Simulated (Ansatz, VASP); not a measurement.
## One calculation of Al2C, two programs

```
Al C
1.0
     4.24309    0.00000    0.00000
    -2.12155    3.67463    0.00000
     0.00000    0.00000    2.86502
Al C
2 1
Direct
  0.33333 0.66667 0.50000
  0.66667 0.33333 0.50000
  0.00000 0.00000 0.00000
```

Alike in both runs: functional PBE; k mesh 6 × 6 × 6; occupations gaussian, width 0.1 eV; no spin polarisation.

Ansatz relaxed the structure, and its values are those at the end. VASP's run is a single point on that final structure, the one shown.

|  | VASP | Ansatz |
| --- | --- | --- |
| version | VASP 6.6.1 | Ansatz 0.2.0 |
| potentials or method | VASP PAW PBE potentials, release 64 (Al, C), cutoff 520 eV | scalar-relativistic, plane waves, PAW |
| valence electrons in the cell | 10 | 10 |

```tsv
	VASP	Ansatz	Ansatz less VASP
gap on the k mesh at the Fermi level (eV)	none	none	-
pressure (GPa)	0.0	0.0	+0.03
```

A gap of «none» marks a metal or a gap that the smearing closes.

The k mesh is coarse, so the values compare programs but aren't converged.
